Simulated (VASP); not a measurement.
# RbBr in VASP: a series of runs, part 2 of 2

VASP 6.6.1. The steps go on from the part before.

### 3 Single point, r2SCAN (biaxial xy strain +2.4%)

Contents of POSCAR:

```
RbBr
1.0
    0.0000000000      3.5445780991      3.4608261073
    3.5445780991      0.0000000000      3.4608261073
    3.5445780991      3.5445780991      0.0000000000
Rb Br
1 1
Direct
    0.0000000000      0.0000000000      0.0000000000
    0.5000000000      0.5000000000      0.5000000000
```

Contents of INCAR.step1:

```
SYSTEM = RbBr
PREC     = Accurate       ! precision mode
ENCUT    = 520            ! plane-wave cutoff, eV
ISMEAR   = 0              ! smearing method
SIGMA    = 0.01           ! smearing width, eV
LREAL    = .False.        ! projectors in reciprocal space
LASPH    = .True.         ! aspherical terms in the spheres
NELM     = 80             ! most SCF steps
NBANDS   = 15             ! bands
GGA      = PE             ! functional
ALGO     = Normal         ! electronic algorithm
EDIFF    = 1E-4           ! SCF threshold, eV
LWAVE    = .True.         ! write WAVECAR
LCHARG   = .False.        ! write CHGCAR
```

Contents of INCAR.step2:

```
SYSTEM = RbBr
PREC     = Accurate       ! precision mode
ENCUT    = 520            ! plane-wave cutoff, eV
EDIFF    = 1E-7           ! SCF threshold, eV
ISMEAR   = 0              ! smearing method
SIGMA    = 0.01           ! smearing width, eV
LREAL    = .False.        ! projectors in reciprocal space
LASPH    = .True.         ! aspherical terms in the spheres
NELM     = 80             ! most SCF steps
ALGO     = Normal         ! electronic algorithm
ISIF     = 2              ! what is computed and relaxed
LWAVE    = .False.        ! write WAVECAR
LCHARG   = .False.        ! write CHGCAR
METAGGA  = R2SCAN         ! meta-GGA
LMIXTAU  = .True.       
NBANDS   = 15             ! bands
ISTART   = 1
```

Contents of KPOINTS:

```
regular mesh
0
Gamma
  6 6 6
  0 0 0
```

Potentials or basis: VASP PAW PBE potentials, release 64 (Rb_sv, Br).

Command:

```sh
> cat potpaw_PBE.64/Rb_sv/POTCAR potpaw_PBE.64/Br/POTCAR > POTCAR
> cp INCAR.step1 INCAR
> mpirun -np 1 vasp_std > vasp.out
> cp INCAR.step2 INCAR
> mpirun -np 1 vasp_std > vasp.out
```

OUTCAR:

```text
SYSTEM = RbBr
   PREC = Accurate
   ENCUT = 520
   EDIFF = 1E-7
   ISMEAR = 0
   LREAL = .False.
   LASPH = .True.
   NELM = 80
   ISIF = 2
   METAGGA = R2SCAN
   ISTART = 1

 ion  position               nearest neighbor table
   1  0.000  0.000  0.000-   2 3.46   2 3.46   2 3.54   2 3.54   2 3.54   2 3.54
   2  0.500  0.500  0.500-   1 3.46   1 3.46   1 3.54   1 3.54   1 3.54   1 3.54

  LATTYP: Found a body centered tetragonal cell.
 ALAT       =     5.0127904206
 C/A-ratio  =     1.3807982448

  Lattice vectors:

 A1 = (   0.0000000000,  -3.5445780991,  -3.4608261073)
 A2 = (   0.0000000000,   3.5445780991,  -3.4608261073)
 A3 = (   3.5445780991,   0.0000000000,   3.4608261073)

Analysis of symmetry for initial positions (statically):
=====================================================================
 Subroutine PRICEL returns:
 Original cell was already a primitive cell.

 Routine SETGRP: Setting up the symmetry group for a
 body centered tetragonal supercell.

 Subroutine GETGRP returns: Found 16 space group operations
 (whereof 16 operations were pure point group operations)
 out of a pool of 16 trial point group operations.

The static configuration has the point symmetry D_4h.

Analysis of symmetry for dynamics (positions and initial velocities):
=====================================================================
 Subroutine PRICEL returns:
 Original cell was already a primitive cell.

 Routine SETGRP: Setting up the symmetry group for a
 body centered tetragonal supercell.

 Subroutine GETGRP returns: Found 16 space group operations
 (whereof 16 operations were pure point group operations)
 out of a pool of 16 trial point group operations.

The dynamic configuration has the point symmetry D_4h.

 Subroutine INISYM returns: Found 16 space group operations
 (whereof 16 operations are pure point group operations),
 and found     1 'primitive' translations

----------------------------------------------------------------------------------------

                                     Primitive cell

  volume of cell :      86.9639

  direct lattice vectors                    reciprocal lattice vectors
     0.000000000  3.544578099  3.460826107    -0.141060512  0.141060512  0.144474176
     3.544578099  0.000000000  3.460826107     0.141060512 -0.141060512  0.144474176
     3.544578099  3.544578099  0.000000000     0.141060512  0.141060512 -0.144474176

  length of vectors
     4.953922814  4.953922814  5.012790421     0.246310624  0.246310624  0.246310624

  position of ions in fractional coordinates (direct lattice)
     0.000000000  0.000000000  0.000000000
     0.500000000  0.500000000  0.500000000

  ion indices of the primitive-cell ions
   primitive index   ion index
                 1           1
                 2           2

----------------------------------------------------------------------------------------

 KPOINTS: regular mesh

Automatic generation of k-mesh.
 Grid dimensions read from file:
 generate k-points for:    6    6    6

 Generating k-lattice:

  Cartesian coordinates                     Fractional coordinates (reciprocal lattice)
    -0.023510085  0.023510085  0.024079029     0.166666667 -0.000000000  0.000000000
     0.023510085 -0.023510085  0.024079029    -0.000000000  0.166666667  0.000000000
[... 41 lines left out ...]
   number of dos      NEDOS =    301   number of ions     NIONS =      2
   total plane-waves  NPLWV =  64000
   dimension x,y,z NGX =    40 NGY =   40 NGZ =   40
   dimension x,y,z NGXF=    80 NGYF=   80 NGZF=   80
   ions per type =               1   1
   NGX,Y,Z   is equivalent  to a cutoff of  13.42, 13.42, 13.27 a.u.
   NGXF,Y,Z  is equivalent  to a cutoff of  26.85, 26.85, 26.53 a.u.
 SYSTEM =  RbBr
   PREC   = accura    normal or accurate (medium, high low for compatibility)
   ISTART =      1    job   : 0-new  1-cont  2-samecut
   ICHARG =      0    charge: 1-file 2-atom 10-const
   ISPIN  =      1    spin polarized calculation?
   LNONCOLLINEAR =      F non collinear calculations
   LSORBIT =      F    spin-orbit coupling
   LASPH  =      T    aspherical Exc in radial PAW
   ENCUT  =  520.0 eV  38.22 Ry    6.18 a.u.   9.21  9.21  9.32*2*pi/ulx,y,z
   NELM   =     80;   NELMIN=  2; NELMDL=  0     # of ELM steps
   EDIFF  = 0.1E-06   stopping-criterion for ELM
   LREAL  =      F    real-space projection
   EDIFFG = 0.1E-05   stopping-criterion for IOM
   NSW    =      0    number of steps for IOM
   IBRION =     -1    ionic relax: 0-MD 1-quasi-New 2-CG
   NFREE  =      0    steps in history (QN), initial steepest desc. (CG)
   ISIF   =      2    stress and relaxation
   ISYM   =      2    0-nonsym 1-usesym 2-fastsym
   POTIM  = 0.5000    time-step for ionic-motion
   TEBEG  =    0.0;   TEEND  =   0.0 temperature during run
   PSTRESS=    0.0 pullay stress
   NELECT =      16.0000    total number of electrons
   NUPDOWN=      -1.0000    fix difference up-down
   EMIN   =  10.00;   EMAX   =-10.00  energy-range for DOS
   EFERMI =   0.00;   METHOD = LEGACY
   ISMEAR =     0;   SIGMA  =   0.01  broadening in eV -4-tet -1-fermi 0-gaus
   EFERMI_NEDOS =   21; number of points for ismear=-14 and -15
   IALGO  =     38    algorithm
   IMIX   =      4    mixing-type and parameters
     AMIX     =   0.40;   BMIX     =  1.00
     AMIX_MAG =   1.60;   BMIX_MAG =  1.00
  volume/ion in A,a.u.               =      43.48       293.43
  Fermi-wavevector in a.u.,A,eV,Ry     =   0.931112  1.759546 11.795834  0.866969
  Thomas-Fermi vector in A             =   2.057571
   LORBIT       =      0    0 simple, 1 ext, 2 COOP (PROOUT), +10 PAW based schemes
   METAGGA = R2SCAN    functional components
   LHFCALC =     F    Hartree Fock is set to
   AEXX    =    0.0000 exact exchange contribution
   IVDW    =     0    specifies the selected vdW correction
   LEPSILON=     F    determine dielectric tensor
   LRPA    =     F    only Hartree local field effects (RPA)
 non-spin polarized calculation
 Gauss-broadening in eV      SIGMA  =   0.01
  energy-cutoff  :      520.00
  volume of cell :       86.96
 maximum number of plane-waves:      2365
 NGX is ok and might be reduce to    40
   NGX = 19   NGY = 19   NGZ = 19

 number of electron      16.0000000 magnetization

 Free energy of the ion-electron system (eV)
  ---------------------------------------------------
  ext. energy  EPLUGINS =         0.00000000
  ---------------------------------------------------
  free energy    TOTEN  =       -31.14627400 eV

  energy without entropy =      -31.14627400  energy(sigma->0) =      -31.14627400

 E-fermi :  -2.3093     XC(G=0):  -7.3017

 val. band max:       -2.4167231942   @ k =   0.0000   0.0000   0.0000
 cond. band min:       2.3424775423   @ k =   0.0000   0.0000   0.0000
 fundamental gap:      4.7592007365
 Fermi energy:        -2.3092806591

 k-point     1 :       0.0000    0.0000    0.0000
  band No.  band energies     occupation
      1     -27.7563      2.00000
      2     -14.9716      2.00000
      3     -11.2807      2.00000
      4     -11.2807      2.00000
      5     -11.2781      2.00000
      6      -2.4370      2.00000
      7      -2.4370      2.00000
      8      -2.4167      2.00000
      9       2.3425      0.00000
     10       5.3837      0.00000
     11       5.3837      0.00000
     12       5.5191      0.00000
     13       6.3763      0.00000
     14       6.5101      0.00000
[... 401 lines left out ...]
      2     -14.9450      2.00000
      3     -11.3791      2.00000
      4     -11.3181      2.00000
      5     -11.3108      2.00000
      6      -2.9248      2.00000
      7      -2.6946      2.00000
      8      -2.6117      2.00000
      9       4.1057      0.00000
     10       5.2550      0.00000
     11       6.7431      0.00000
     12       7.5312      0.00000
     13       7.6860      0.00000
     14       8.4494      0.00000
     15       8.9030      0.00000

 [... further k-points ...]

------------------------ aborting loop because EDIFF is reached ----------------------------------------

  FORCE on cell =-STRESS in cart. coord.  units (eV):
  Direction    XX          YY          ZZ          XY          YZ          ZX
  --------------------------------------------------------------------------------------
  -------------------------------------------------------------------------------------
  Total       -0.3994582     -0.3994582     -0.0740288      0.0000000      0.0000000     -0.0000000
  in kB       -7.3594107     -7.3594107     -1.3638690      0.0000000      0.0000000     -0.0000000
  external PRESSURE =      -5.3608968 kB  Pullay stress =       0.0000000 kB

 VOLUME and BASIS-vectors are now :
 -----------------------------------------------------------------------------
  energy-cutoff  :      520.00
  volume of cell :       86.96
      direct lattice vectors                 reciprocal lattice vectors
     0.000000000  3.544578099  3.460826107    -0.141060512  0.141060512  0.144474176
     3.544578099  0.000000000  3.460826107     0.141060512 -0.141060512  0.144474176
     3.544578099  3.544578099  0.000000000     0.141060512  0.141060512 -0.144474176

 POSITION                                       TOTAL-FORCE (eV/Angst)
 -----------------------------------------------------------------------------------
      0.00000      0.00000      0.00000         0.000000      0.000000      0.000000
      3.54458      3.54458      3.46083         0.000000      0.000000     -0.000000
 -----------------------------------------------------------------------------------
    total drift:                                0.000000     -0.000000      0.000000

  FREE ENERGIE OF THE ION-ELECTRON SYSTEM (eV)
  ---------------------------------------------------
  free  energy   TOTEN  =       -31.1462740001 eV

  energy  without entropy=      -31.1462740001  energy(sigma->0) =      -31.14627400
```

Run time: 2.9 min. Hardware: 1 thread of Intel Xeon 6975P-C, shared host; peak memory 0.27 GiB.

What came out:

```
Free energy            : -31.1463 eV
Pressure               : -0.5 GPa
Band gap on the k mesh : 4.76 eV, direct
```

Stress tensor (GPa, compression positive):
```
-0.74  0.00  0.00
 0.00 -0.74  0.00
 0.00  0.00 -0.14
```

Caveat: the cell differs from its parent crystal (biaxial xy strain +2.4%); the PAW data sets were made with another functional, which shifts forces and pressure a little.

### 4 Single point, r2SCAN (uniaxial x strain +5.1%)

Contents of POSCAR:

```
RbBr
1.0
    0.0000000000      3.4608261073      3.4608261073
    3.6362899909      0.0000000000      3.4608261073
    3.6362899909      3.4608261073      0.0000000000
Rb Br
1 1
Direct
    0.0000000000      0.0000000000      0.0000000000
    0.5000000000      0.5000000000      0.5000000000
```

Contents of INCAR.step1:

```
ALGO = Normal ; EDIFF = 1E-4
ENCUT = 520 ; GGA = PE
ISMEAR = 0 ; LASPH = True
LCHARG = False ; LREAL = False
LWAVE = True ; NBANDS = 15
NELM = 100 ; PREC = Accurate
SIGMA = 0.01
```

Contents of INCAR.step2:

```
ALGO = Normal ; EDIFF = 1E-6
ENCUT = 520 ; ISIF = 2
ISMEAR = 0 ; ISTART = 1
LASPH = True ; LCHARG = True
LELF = True ; LMIXTAU = True
LREAL = False ; LVHAR = True
LWAVE = False ; METAGGA = R2SCAN
NBANDS = 15 ; NELM = 100
PREC = Accurate ; SIGMA = 0.01
```

Contents of KPOINTS:

```
k-points
0
Gamma
  6 6 6
```

Potentials or basis: VASP PAW PBE potentials, release 64 (Rb_sv, Br).

Command:

```sh
> cat potpaw_PBE.64/Rb_sv/POTCAR potpaw_PBE.64/Br/POTCAR > POTCAR
> cp INCAR.step1 INCAR
> mpirun -np 1 vasp_std > vasp.out
> cp INCAR.step2 INCAR
> mpirun -np 1 vasp_std > vasp.out
```

OUTCAR:

```text
EDIFF = 1E-6
   ENCUT = 520
   ISIF = 2
   ISMEAR = 0
   ISTART = 1
   LASPH = True
   LREAL = False
   METAGGA = R2SCAN
   NELM = 100
   PREC = Accurate

 ion  position               nearest neighbor table
   1  0.000  0.000  0.000-   2 3.46   2 3.46   2 3.46   2 3.46   2 3.64   2 3.64
   2  0.500  0.500  0.500-   1 3.46   1 3.46   1 3.46   1 3.46   1 3.64   1 3.64

  LATTYP: Found a body centered tetragonal cell.
 ALAT       =     4.8943472180
 C/A-ratio  =     1.4859141900

[... 620 lines left out ...]

------------------------ aborting loop because EDIFF is reached ----------------------------------------

  FORCE on cell =-STRESS in cart. coord.  units (eV):
  Direction    XX          YY          ZZ          XY          YZ          ZX
  --------------------------------------------------------------------------------------
  -------------------------------------------------------------------------------------
  Total       -0.6449981     -0.0741893     -0.0741893      0.0000000      0.0000000     -0.0000000
  in kB      -11.8637210     -1.3645945     -1.3645945      0.0000000      0.0000000     -0.0000000
  external PRESSURE =      -4.8643033 kB  Pullay stress =       0.0000000 kB

 VOLUME and BASIS-vectors are now :
 -----------------------------------------------------------------------------
  energy-cutoff  :      520.00
  volume of cell :       87.11
      direct lattice vectors                 reciprocal lattice vectors
     0.000000000  3.460826107  3.460826107    -0.137502785  0.144474176  0.144474176
     3.636289991  0.000000000  3.460826107     0.137502785 -0.144474176  0.144474176
     3.636289991  3.460826107  0.000000000     0.137502785  0.144474176 -0.144474176

 POSITION                                       TOTAL-FORCE (eV/Angst)
 -----------------------------------------------------------------------------------
      0.00000      0.00000      0.00000         0.000000     -0.000000      0.000000
      3.63629      3.46083      3.46083        -0.000000      0.000000     -0.000000
 -----------------------------------------------------------------------------------
    total drift:                                0.000000      0.000000      0.000000

  FREE ENERGIE OF THE ION-ELECTRON SYSTEM (eV)
  ---------------------------------------------------
  free  energy   TOTEN  =       -31.1386197909 eV

  energy  without entropy=      -31.1386197909  energy(sigma->0) =      -31.13861979
```

Run time: 2.2 min. Hardware: 1 thread of Intel Xeon 6975P-C, shared host; peak memory 0.26 GiB.

Results:

| Quantity | Value |
| --- | --- |
| Free energy | -31.1386 eV |
| Pressure | -0.5 GPa |
| Band gap on the k mesh | 4.75 eV, direct |

Caveat: the cell differs from its parent crystal (uniaxial x strain +5.1%); the PAW data sets were made with another functional, which shifts forces and pressure a little.

### 5 Single point, HSE06 (strain +2.0%)

Contents of POSCAR:

```
RbBr
1.0
    0.0000000000      3.5293504642      3.5293504642
    3.5293504642      0.0000000000      3.5293504642
    3.5293504642      3.5293504642      0.0000000000
Rb Br
1 1
Direct
    0.0000000000      0.0000000000      0.0000000000
    0.5000000000      0.5000000000      0.5000000000
```

Contents of INCAR.step1:

```
SYSTEM = RbBr
ALGO = Normal
EDIFF = 1E-5
ENCUT = 520
GGA = PE
ISIF = 2
ISMEAR = 0
LASPH = .True.
LCHARG = .False.
LREAL = .False.
LWAVE = .True.
NBANDS = 15
NELM = 100
PREC = Accurate
SIGMA = 0.01
```

Contents of INCAR.step2:

```
SYSTEM = RbBr
ALGO = Normal
EDIFF = 1E-7
ENCUT = 520
GGA = PE
HFSCREEN = 0.2079
ISIF = 2
ISMEAR = 0
ISTART = 1
LASPH = .True.
LCHARG = .False.
LHFCALC = .True.
LREAL = .False.
LWAVE = .False.
NBANDS = 15
NELM = 100
PREC = Accurate
PRECFOCK = Normal
SIGMA = 0.01
```

Contents of KPOINTS:

```
k-points
0
Gamma
  4 4 4
  0 0 0
```

Command:

```sh
> cat potpaw_PBE.64/Rb_sv/POTCAR potpaw_PBE.64/Br/POTCAR > POTCAR
> cp INCAR.step1 INCAR
> mpirun -np 1 vasp_std > vasp.out
> cp INCAR.step2 INCAR
> mpirun -np 1 vasp_std > vasp.out
```

Run time: 12 min. Hardware: 1 thread of Intel Xeon 6975P-C, shared host; peak memory 0.36 GiB.

Results (log left out):

```yaml
Free_energy: -7.0706 eV
Pressure: -0.4 GPa
Band_gap_on_the_k_mesh: 5.29 eV, direct
```

Levels at points of the mesh, in eV from the valence-band top:
```tsv
k point	band 4	band 5	band 6	band 7	band 8	band 9	band 10	band 11	band 12	band 13
(0.00, 0.00, 0.00)	-9.20	-9.20	0.00	0.00	0.00	5.29	8.49	8.49	8.49	9.41
(0.50, 0.00, 0.00)	-9.20	-9.16	-0.87	-0.29	-0.29	7.71	8.63	10.61	10.61	11.13
(0.50, 0.50, 0.00)	-9.25	-9.25	-0.47	-0.16	-0.16	6.82	8.07	9.95	10.45	10.52
```

Caveat: the cell differs from its parent crystal (strain +2.0%); the PAW data sets were made with another functional, which shifts forces and pressure a little.

### 6 Single point, HSE06 (uniaxial x strain +5.1%)

Contents of POSCAR:

```
RbBr
1.0
    0.0000000000      3.4608261073      3.4608261073
    3.6362899909      0.0000000000      3.4608261073
    3.6362899909      3.4608261073      0.0000000000
Rb Br
1 1
Direct
    0.0000000000      0.0000000000      0.0000000000
    0.5000000000      0.5000000000      0.5000000000
```

Contents of INCAR.step1:

```
SYSTEM = RbBr
ALGO = Normal
EDIFF = 1E-5
ENCUT = 520
GGA = PE
ISIF = 2
ISMEAR = 0
LASPH = .TRUE.
LCHARG = .FALSE.
LREAL = .FALSE.
LWAVE = .TRUE.
NBANDS = 15
NELM = 60
PREC = Accurate
SIGMA = 0.01
```

Contents of INCAR.step2:

```
SYSTEM = RbBr
ALGO = Normal
EDIFF = 1E-6
ENCUT = 520
GGA = PE
HFSCREEN = 0.2079
ISIF = 2
ISMEAR = 0
ISTART = 1
LASPH = .TRUE.
LCHARG = .FALSE.
LHFCALC = .TRUE.
LREAL = .FALSE.
LWAVE = .FALSE.
NBANDS = 15
NELM = 60
PREC = Accurate
PRECFOCK = Normal
SIGMA = 0.01
```

Contents of KPOINTS:

```
k-points
0
G
  4 4 4
  0 0 0
```

Potentials or basis: VASP PAW PBE potentials, release 64 (Rb_sv, Br).

Command:

```sh
> cat potpaw_PBE.64/Rb_sv/POTCAR potpaw_PBE.64/Br/POTCAR > POTCAR
> cp INCAR.step1 INCAR
> mpirun -np 1 vasp_std > vasp.out
> cp INCAR.step2 INCAR
> mpirun -np 1 vasp_std > vasp.out
```

Run time: 15 min. Hardware: 1 thread of Intel Xeon 6975P-C, shared host; peak memory 0.35 GiB.

It converged, with:

```
Free energy            : -7.0636 eV
Pressure               : -0.2 GPa
Band gap on the k mesh : 5.30 eV, direct
```

Stress tensor (GPa, compression positive):
```
-0.85  0.00  0.00
 0.00  0.09  0.00
 0.00  0.00  0.09
```

Levels at points of the mesh, in eV from the valence-band top:
| k point | band 5 | band 6 | band 7 | band 8 | band 9 | band 10 | band 11 | band 12 |
| --- | --- | --- | --- | --- | --- | --- | --- | --- |
| (0.00, 0.00, 0.00) | -9.18 | -0.03 | 0.00 | 0.00 | 5.30 | 8.31 | 8.59 | 8.59 |
| (0.50, 0.00, 0.00) | -9.13 | -0.90 | -0.32 | -0.31 | 7.72 | 8.65 | 10.62 | 10.67 |
| (0.50, 0.50, 0.00) | -9.23 | -0.46 | -0.19 | -0.18 | 6.79 | 8.12 | 10.05 | 10.50 |
| (0.00, 0.50, 0.50) | -9.23 | -0.52 | -0.14 | -0.14 | 6.85 | 8.06 | 9.84 | 10.40 |

Caveat: the cell differs from its parent crystal (uniaxial x strain +5.1%); the PAW data sets were made with another functional, which shifts forces and pressure a little.

### 7 Summary

| level | cell | k mesh | smearing | grid for exact exchange (PRECFOCK) | screening parameter | gap on the mesh (eV) | pressure (GPa) |
| --- | --- | --- | --- | --- | --- | --- | --- |
| PBE | a = 4.954, b = 4.954, c = 5.013 Å, angles 59.6, 59.6, 60.8°, 2 atoms | 6 × 6 × 6 | fermi-dirac 0.02 eV | - | - | 4.16 | 0.0 |
| r2SCAN | a = 4.954, b = 4.954, c = 5.013 Å, angles 59.6, 59.6, 60.8°, 2 atoms | 6 × 6 × 6 | gaussian 0.01 eV | - | - | 4.76 | -0.5 |
| r2SCAN | a = 4.894, b = 5.020, c = 5.020 Å, angles 58.4, 60.8, 60.8°, 2 atoms | 6 × 6 × 6 | gaussian 0.01 eV | - | - | 4.75 | -0.5 |
| HSE06 | a = 4.991 Å, angles 60.0°, 2 atoms | 4 × 4 × 4 | gaussian 0.01 eV | Normal | 0.2079 1/Å | 5.29 | -0.4 |
| HSE06 | a = 4.894, b = 5.020, c = 5.020 Å, angles 58.4, 60.8, 60.8°, 2 atoms | 4 × 4 × 4 | gaussian 0.01 eV | Normal | 0.2079 1/Å | 5.30 | -0.2 |

Alike in all rows: task single point; potentials or basis VASP PAW PBE potentials, release 64 (Rb_sv, Br); no spin polarisation; cutoff (eV) 520.

Caveats: the PAW data sets were made with another functional, which shifts forces and pressure a little (some runs).

Total energies depend on the potentials used, so only differences within one code and one set of settings carry meaning.
